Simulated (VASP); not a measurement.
# Zn3Cd5Se8 (P1) in VASP: single point with PBEsol

Aim: the single point of Zn3Cd5Se8 with PBEsol.

Everything below comes from runs of VASP 6.6.1. Logs are shortened: lines on timing, memory, paths and dates and some standing lists are left out, and cuts for length are marked.

## Step 1: The cell of the first run

The typed cell holds 16 atoms: a = 11.821 Å, b = 5.910 Å, c = 5.910 Å, α = 90.00°, β = 90.00°, γ = 90.00°.

## Step 2: Single point, PBEsol

The input, INCAR:

```
SYSTEM = Zn3Cd5Se8
PREC = Accurate ; ENCUT = 520
EDIFF = 1E-6 ; ISMEAR = -1
SIGMA = 0.05 ; LREAL = Auto
LASPH = .True. ; NELM = 80
ALGO = Normal ; ISIF = 2
LWAVE = .False. ; LCHARG = .True.
GGA = PS ; LELF = .True.
LVHAR = .True. ; NBANDS = 86
```

The input, KPOINTS:

```
regular mesh
0
Gamma
  3 3 3
  0 0 0
```

The input, POSCAR:

```
Zn3Cd5Se8
1.0
   11.8205630000      0.0000000000      0.0000000000
    0.0000000000      5.9102820000      0.0000000000
    0.0000000000      0.0000000000      5.9102820000
Zn Se Cd
3 8 5
Direct
    0.9979910000      0.0090970000      0.9911930000
    0.5025640000      0.9790360000      0.0110030000
    0.2630170000      0.5074720000      0.0070380000
    0.1219140000      0.2534230000      0.2273740000
    0.6321350000      0.2688060000      0.2451300000
    0.3765510000      0.7359690000      0.2674170000
    0.8758480000      0.7458080000      0.2773820000
    0.3731040000      0.2346000000      0.7225020000
    0.8603780000      0.2522780000      0.7343910000
    0.1296010000      0.7398330000      0.7083060000
    0.6178600000      0.7472380000      0.7754720000
    0.7544630000      0.5079030000      0.0094710000
    0.2427450000      0.0297370000      0.4859420000
    0.7470140000      0.9899570000      0.4810530000
    0.9949360000      0.4988050000      0.5215850000
    0.5032580000      0.5074920000      0.4977440000
```

Potentials or basis: VASP PAW PBE potentials, release 64 (Zn, Se, Cd).

Launch:

```sh
> cat potpaw_PBE.64/Zn/POTCAR potpaw_PBE.64/Se/POTCAR potpaw_PBE.64/Cd/POTCAR > POTCAR
> mpirun -np 1 vasp_std > vasp.out
```

OUTCAR:

```text
SYSTEM = Zn3Cd5Se8
   PREC = Accurate
   ENCUT = 520
   EDIFF = 1E-6
   ISMEAR = -1
   LREAL = Auto
   LASPH = .True.
   NELM = 80
   ISIF = 2
   GGA = PS

 ion  position               nearest neighbor table
   1  0.998  0.009  0.991-   4 2.49   9 2.65   7 2.71  10 2.78
   2  0.503  0.979  0.011-  11 2.38   6 2.56   5 2.68   8 2.74
   3  0.263  0.507  0.007-   6 2.45   4 2.59   8 2.67  10 2.74
   4  0.122  0.253  0.227-  13 2.47   1 2.49   3 2.59  15 2.72
   5  0.632  0.269  0.245-  12 2.46  14 2.55  16 2.56   2 2.68
   6  0.377  0.736  0.267-  16 2.43   3 2.45   2 2.56  13 2.68
[... 8 lines left out ...]
  15  0.995  0.499  0.522-  10 2.40   7 2.49   9 2.50   4 2.72
  16  0.503  0.507  0.498-   6 2.43  11 2.56   5 2.56   8 2.59

  LATTYP: Found a simple tetragonal cell.
 ALAT       =     5.9102820000
 C/A-ratio  =     1.9999998308

  Lattice vectors:

 A1 = (   0.0000000000,   5.9102820000,   0.0000000000)
 A2 = (   0.0000000000,   0.0000000000,   5.9102820000)
 A3 = (  11.8205630000,   0.0000000000,   0.0000000000)

Analysis of symmetry for initial positions (statically):
=====================================================================
 Subroutine PRICEL returns:
 Original cell was already a primitive cell.

 Routine SETGRP: Setting up the symmetry group for a
 simple tetragonal supercell.

 Subroutine GETGRP returns: Found  1 space group operations
 (whereof  1 operations were pure point group operations)
 out of a pool of 16 trial point group operations.

The static configuration has the point symmetry C_1 .

Analysis of symmetry for dynamics (positions and initial velocities):
=====================================================================
 Subroutine PRICEL returns:
 Original cell was already a primitive cell.

 Routine SETGRP: Setting up the symmetry group for a
 simple tetragonal supercell.

 Subroutine GETGRP returns: Found  1 space group operations
 (whereof  1 operations were pure point group operations)
 out of a pool of 16 trial point group operations.

The dynamic configuration has the point symmetry C_1 .

 Subroutine INISYM returns: Found  1 space group operations
 (whereof  1 operations are pure point group operations),
 and found     1 'primitive' translations

----------------------------------------------------------------------------------------

                                     Primitive cell

  volume of cell :     412.9092

  direct lattice vectors                    reciprocal lattice vectors
    11.820563000  0.000000000  0.000000000     0.084598339  0.000000000  0.000000000
     0.000000000  5.910282000  0.000000000     0.000000000  0.169196664  0.000000000
     0.000000000  0.000000000  5.910282000     0.000000000  0.000000000  0.169196664

  length of vectors
    11.820563000  5.910282000  5.910282000     0.084598339  0.169196664  0.169196664

  position of ions in fractional coordinates (direct lattice)
     0.997991000  0.009097000  0.991193000
     0.502564000  0.979036000  0.011003000
     0.263017000  0.507472000  0.007038000
     0.121914000  0.253423000  0.227374000
     0.632135000  0.268806000  0.245130000
     0.376551000  0.735969000  0.267417000
[... 8 lines left out ...]
     0.994936000  0.498805000  0.521585000
     0.503258000  0.507492000  0.497744000

  ion indices of the primitive-cell ions
   primitive index   ion index
                 1           1
                 2           2
                 3           3
                 4           4
                 5           5
                 6           6
[... 8 lines left out ...]
                15          15
                16          16

----------------------------------------------------------------------------------------

 KPOINTS: regular mesh

Automatic generation of k-mesh.
 Grid dimensions read from file:
 generate k-points for:    3    3    3

 Generating k-lattice:

  Cartesian coordinates                     Fractional coordinates (reciprocal lattice)
     0.028199446  0.000000000  0.000000000     0.333333333  0.000000000  0.000000000
     0.000000000  0.056398888  0.000000000     0.000000000  0.333333333  0.000000000
     0.000000000  0.000000000  0.056398888     0.000000000  0.000000000  0.333333333

  Length of vectors
     0.028199446  0.056398888  0.056398888

  Shift w.r.t. Gamma in fractional coordinates (k-lattice)
     0.000000000  0.000000000  0.000000000

 Subroutine IBZKPT returns following result:
 ===========================================

 Found     14 irreducible k-points:

 Following reciprocal coordinates:
            Coordinates               Weight
  0.000000  0.000000  0.000000      1.000000
  0.333333  0.000000  0.000000      2.000000
  0.000000  0.333333  0.000000      2.000000
  0.000000  0.000000  0.333333      2.000000
  0.333333  0.333333  0.000000      2.000000
  0.333333  0.000000  0.333333      2.000000
  0.333333 -0.333333  0.000000      2.000000
  0.333333  0.000000 -0.333333      2.000000
  0.000000  0.333333  0.333333      2.000000
  0.000000 -0.333333  0.333333      2.000000
  0.333333  0.333333  0.333333      2.000000
  0.333333 -0.333333  0.333333      2.000000
  0.333333 -0.333333 -0.333333      2.000000
  0.333333  0.333333 -0.333333      2.000000
   k-points           NKPTS =     14   k-points in BZ     NKDIM =     14   number of bands    NBANDS=     86
   number of dos      NEDOS =    301   number of ions     NIONS =     16
   total plane-waves  NPLWV = 207360
   dimension x,y,z NGX =    90 NGY =   48 NGZ =   48
   dimension x,y,z NGXF=   180 NGYF=   96 NGZF=   96
   ions per type =               3   8   5
   NGX,Y,Z   is equivalent  to a cutoff of  12.66, 13.50, 13.50 a.u.
   NGXF,Y,Z  is equivalent  to a cutoff of  25.32, 27.00, 27.00 a.u.
 SYSTEM =  Zn3Cd5Se8
   PREC   = accura    normal or accurate (medium, high low for compatibility)
   ISTART =      0    job   : 0-new  1-cont  2-samecut
   ICHARG =      2    charge: 1-file 2-atom 10-const
   ISPIN  =      1    spin polarized calculation?
   LNONCOLLINEAR =      F non collinear calculations
   LSORBIT =      F    spin-orbit coupling
   LASPH  =      T    aspherical Exc in radial PAW
   ENCUT  =  520.0 eV  38.22 Ry    6.18 a.u.  21.98 10.99 10.99*2*pi/ulx,y,z
   NELM   =     80;   NELMIN=  2; NELMDL= -5     # of ELM steps
   EDIFF  = 0.1E-05   stopping-criterion for ELM
   LREAL  =      T    real-space projection
   EDIFFG = 0.1E-04   stopping-criterion for IOM
   NSW    =      0    number of steps for IOM
   IBRION =     -1    ionic relax: 0-MD 1-quasi-New 2-CG
   NFREE  =      0    steps in history (QN), initial steepest desc. (CG)
   ISIF   =      2    stress and relaxation
   ISYM   =      2    0-nonsym 1-usesym 2-fastsym
   POTIM  = 0.5000    time-step for ionic-motion
   TEBEG  =    0.0;   TEEND  =   0.0 temperature during run
   PSTRESS=    0.0 pullay stress
   NELECT =     144.0000    total number of electrons
   NUPDOWN=      -1.0000    fix difference up-down
   EMIN   =  10.00;   EMAX   =-10.00  energy-range for DOS
   EFERMI =   0.00;   METHOD = LEGACY
   ISMEAR =    -1;   SIGMA  =   0.05  broadening in eV -4-tet -1-fermi 0-gaus
   EFERMI_NEDOS =   21; number of points for ismear=-14 and -15
   IALGO  =     38    algorithm
   IMIX   =      4    mixing-type and parameters
     AMIX     =   0.40;   BMIX     =  1.00
     AMIX_MAG =   1.60;   BMIX_MAG =  1.00
  volume/ion in A,a.u.               =      25.81       174.15
  Fermi-wavevector in a.u.,A,eV,Ry     =   1.152332  2.177591 18.066743  1.327868
  Thomas-Fermi vector in A             =   2.288983
   LORBIT       =      0    0 simple, 1 ext, 2 COOP (PROOUT), +10 PAW based schemes
   GGA     = PS    functional components
   LHFCALC =     F    Hartree Fock is set to
   AEXX    =    0.0000 exact exchange contribution
   IVDW    =     0    specifies the selected vdW correction
   LEPSILON=     F    determine dielectric tensor
   LRPA    =     F    only Hartree local field effects (RPA)
 non-spin polarized calculation
  energy-cutoff  :      520.00
  volume of cell :      412.91
 maximum number of plane-waves:     11156
 NGX is ok and might be reduce to    90
   NGX = 43   NGY = 21   NGZ = 21

 number of electron     143.9999996 magnetization

 Free energy of the ion-electron system (eV)
  ---------------------------------------------------
  ext. energy  EPLUGINS =         0.00000000
  ---------------------------------------------------
  free energy    TOTEN  =       -48.63413467 eV

  energy without entropy =      -48.63390280  energy(sigma->0) =      -48.63401873

 E-fermi :   1.5227     XC(G=0):  -9.2980

 val. band max:        1.2287604094   @ k =   0.0000   0.0000   0.0000
 cond. band min:       1.7924456656   @ k =   0.0000   0.0000   0.0000
 fundamental gap:      0.5636852562
 Fermi energy:         1.5227186005

 k-point     1 :       0.0000    0.0000    0.0000
  band No.  band energies     occupation
      1     -11.8924      2.00000
      2     -11.6014      2.00000
      3     -11.4700      2.00000
      4     -11.3416      2.00000
      5     -11.2253      2.00000
      6     -11.1948      2.00000
[... 76 lines left out ...]
     83       5.3790      0.00000
     84       6.2010      0.00000

 k-point     2 :       0.3333    0.0000    0.0000
  band No.  band energies     occupation
      1     -11.8657      2.00000
      2     -11.6878      2.00000
      3     -11.3968      2.00000
      4     -11.3247      2.00000
      5     -11.2351      2.00000
      6     -11.2099      2.00000
[... 1033 lines left out ...]
     83       6.4871      0.00000
     84       6.6202      0.00000

 k-point    14 :       0.3333    0.3333   -0.3333
  band No.  band energies     occupation
      1     -11.6475      2.00000
      2     -11.5200      2.00000
      3     -11.4486      2.00000
      4     -11.3580      2.00000
      5     -11.3341      2.00000
      6     -11.2349      2.00000
[... 76 lines left out ...]
     83       6.4707      0.00000
     84       6.6056      0.00000
 [bands above 84 left out]

------------------------ aborting loop because EDIFF is reached ----------------------------------------

  FORCE on cell =-STRESS in cart. coord.  units (eV):
  Direction    XX          YY          ZZ          XY          YZ          ZX
  --------------------------------------------------------------------------------------
  -------------------------------------------------------------------------------------
  Total        8.1393573      7.2733408      5.5870732      0.4399940      0.2831644      3.0612431
  in kB       31.5824725     28.2221406     21.6790563      1.7072723      1.0987393     11.8782874
  external PRESSURE =      27.1612231 kB  Pullay stress =       0.0000000 kB

 VOLUME and BASIS-vectors are now :
 -----------------------------------------------------------------------------
  energy-cutoff  :      520.00
  volume of cell :      412.91
      direct lattice vectors                 reciprocal lattice vectors
    11.820563000  0.000000000  0.000000000     0.084598339  0.000000000  0.000000000
     0.000000000  5.910282000  0.000000000     0.000000000  0.169196664  0.000000000
     0.000000000  0.000000000  5.910282000     0.000000000  0.000000000  0.169196664

 POSITION                                       TOTAL-FORCE (eV/Angst)
 -----------------------------------------------------------------------------------
     11.79682      0.05377      5.85823        -0.021422     -0.228019     -0.254581
      5.94059      5.78638      0.06503        -0.422786      0.566214      0.142569
      3.10901      2.99930      0.04160        -0.334855     -0.325993     -0.623948
      1.44109      1.49780      1.34384        -0.498748      0.641655     -1.204434
      7.47219      1.58872      1.44879        -1.427498     -1.485255     -0.129434
      4.45104      4.34978      1.58051        -0.692666      1.139543     -1.747203
[... 8 lines left out ...]
     11.76070      2.94808      3.08271         0.125617     -1.071338     -0.601293
      5.94879      2.99942      2.94181         0.440407     -0.737309      0.706300
 -----------------------------------------------------------------------------------
    total drift:                                0.002955      0.001763      0.005470

  FREE ENERGIE OF THE ION-ELECTRON SYSTEM (eV)
  ---------------------------------------------------
  free  energy   TOTEN  =       -48.6341346695 eV

  energy  without entropy=      -48.6339027964  energy(sigma->0) =      -48.63401873
```

Run time: 10 min. Hardware: 1 thread of Intel Xeon Platinum 8559C (Emerald Rapids), shared host; peak memory 0.65 GiB.

What came out:

```
Free energy            : -48.6341 eV
Pressure               : 2.7 GPa
Largest force          : 2.768 eV/Å
Band gap on the k mesh : 0.56 eV
```

Forces on the atoms (eV/Å):
```
Zn  -0.021 -0.228 -0.255
Zn  -0.423  0.566  0.143
Zn  -0.335 -0.326 -0.624
Se  -0.499  0.642 -1.204
Se  -1.427 -1.485 -0.129
Se  -0.693  1.140 -1.747
Se   0.971  0.463 -1.985
Se   0.999  0.754  2.427
Se   0.905 -0.883  1.178
Se   0.643  0.709  2.597
Se   0.192  0.734 -0.338
Cd   0.505  0.428 -0.373
Cd  -0.256 -0.912 -0.549
Cd  -1.127  0.207  0.755
Cd   0.126 -1.071 -0.601
Cd   0.440 -0.737  0.706
```

Stress tensor (GPa, compression positive):
```
3.16 0.17 1.19
0.17 2.82 0.11
1.19 0.11 2.17
```

Caveat: the PAW data sets were made with another functional, which shifts forces and pressure a little.
